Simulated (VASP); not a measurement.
WSe2: single point with PBEsol

The system is WSe2.

```
CELL_PARAMETERS angstrom
3.27875 0.00000 0.00000
-1.63937 2.83948 0.00000
0.00000 0.00000 13.94903
ATOMIC_POSITIONS crystal
W 0.33333 0.66667 0.25000
W 0.66667 0.33333 0.75000
Se 0.33333 0.66667 0.63015
Se 0.66667 0.33333 0.13015
Se 0.33333 0.66667 0.86985
Se 0.66667 0.33333 0.36985
```

This cell differs from its parent crystal: volume scaled by 1.06, then relaxed in part.

```
Program             : VASP 6.6.1
Task                : single point
Functional          : PBEsol
Potentials or basis : VASP PAW PBE potentials, release 64 (W_sv, Se)
Cutoff              : 520 eV
k mesh              : 12 × 12 × 2
Occupations         : gaussian, width 0.02 eV
Spin                : no spin polarisation
```

- Pressure: -0.2 GPa
- Largest force: 0.068 eV/Å
- Band gap on the k mesh: 1.28 eV, indirect (least direct gap 1.60 eV)

Forces in eV/Å, atoms in the order of the input:
```
W    0.000  0.000  0.000
W    0.000  0.000  0.000
Se   0.000  0.000 -0.068
Se   0.000  0.000 -0.068
Se   0.000  0.000  0.068
Se   0.000  0.000  0.068
```

Stress tensor (GPa, compression positive):
```
-0.28  0.00  0.00
 0.00 -0.28  0.00
 0.00  0.00 -0.10
```

Levels at points of the mesh, in eV from the valence-band top:
| k point | band 24 | band 25 | band 26 | band 27 | band 28 | band 29 |
| --- | --- | --- | --- | --- | --- | --- |
| (0.00, 0.00, 0.00) | -1.26 | -0.84 | 0.00 | 2.95 | 2.95 | 2.97 |
| (0.50, 0.00, 0.00) | -1.08 | -0.99 | -0.89 | 2.41 | 2.43 | 2.63 |
| (0.00, 0.00, 0.50) | -1.26 | -0.24 | -0.24 | 2.96 | 2.96 | 2.96 |
| (0.50, 0.00, 0.50) | -1.10 | -0.94 | -0.94 | 2.42 | 2.42 | 2.76 |

It took 2.6 min on 1 thread of Intel(R) Xeon(R) 6975P-C (Granite Rapids), on a shared host, peak memory 0.31 GiB.

Caveat: the PAW data sets were made with another functional, which shifts forces and pressure a little; spin-orbit coupling is left out, which moves the levels of the heavy elements; this functional lacks dispersion, which binds the layers, so the pressure and a relaxed spacing across them are unreliable. A k mesh can miss the band edges.
